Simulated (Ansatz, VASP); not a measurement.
**Two plane-wave programs on Ba**

The input INCAR:

```
SYSTEM = Ba
ALGO = Fast ; EDIFF = 1E-6
ENCUT = 520 ; GGA = PS
ISIF = 2 ; ISMEAR = 0
LASPH = .TRUE. ; LCHARG = .FALSE.
LREAL = .FALSE. ; LWAVE = .FALSE.
NBANDS = 11 ; NELM = 100
PREC = Accurate ; SIGMA = 0.15
```

The input KPOINTS:

```
k-points
0
G
  14 14 14
  0 0 0
```

The input POSCAR:

```
Ba
1.0
   -2.4000000000      2.4000000000      2.5000000000
    2.4000000000     -2.4000000000      2.5000000000
    2.4000000000      2.4000000000     -2.5000000000
Ba
1
Direct
    0.0000000000      0.0000000000      0.0000000000
```

Input for Ansatz:

```yaml
crystal:
  lattice:
    - [-2.4, 2.4, 2.5]
    - [2.4, -2.4, 2.5]
    - [2.4, 2.4, -2.5]
  atoms:
    - { symbol: Ba, position: [0.0, 0.0, 0.0] }
basis:
  ecutwfc: 420
kpoints:
  mp_grid: { grid: [14, 14, 14] }
hamiltonian:
  xc: pbesol
scf:
  occupations: { method: gaussian, width: 0.15 }
output:
  forces: true
  stress: true
  eigenvalues: true
```

Change from the starting cell: strain -0.040 along x and y, +0.000 along z, atoms carried along.

Alike in both runs: task single point; functional PBEsol; k mesh 14 × 14 × 14; occupations gaussian, width 0.15 eV; no spin polarisation.

|  | VASP | Ansatz |
| --- | --- | --- |
| version | VASP 6.6.1 | Ansatz 0.2.0 |
| potentials or method | VASP PAW PBE potentials, release 64 (Ba_sv), cutoff 520 eV | scalar-relativistic, plane waves, PAW |
| valence electrons in the cell | 10 | 10 |

Ansatz gave:

| Item | Value |
| --- | --- |
| gap on the k mesh at the Fermi level (eV) | none |
| pressure (GPa) | 0.1 |
| traceless stress, the component that is largest in VASP (GPa) | -0.13 |

Task: Which values does VASP return?

Result: gap on the k mesh at the Fermi level (eV): none; pressure (GPa): 0.2; traceless stress, the component that is largest in VASP (GPa): -0.13.

VASP's potentials were made for PBE, not for PBEsol. A gap of «none» marks a metal or a gap that the smearing closes.

Spin-orbit coupling is off throughout.
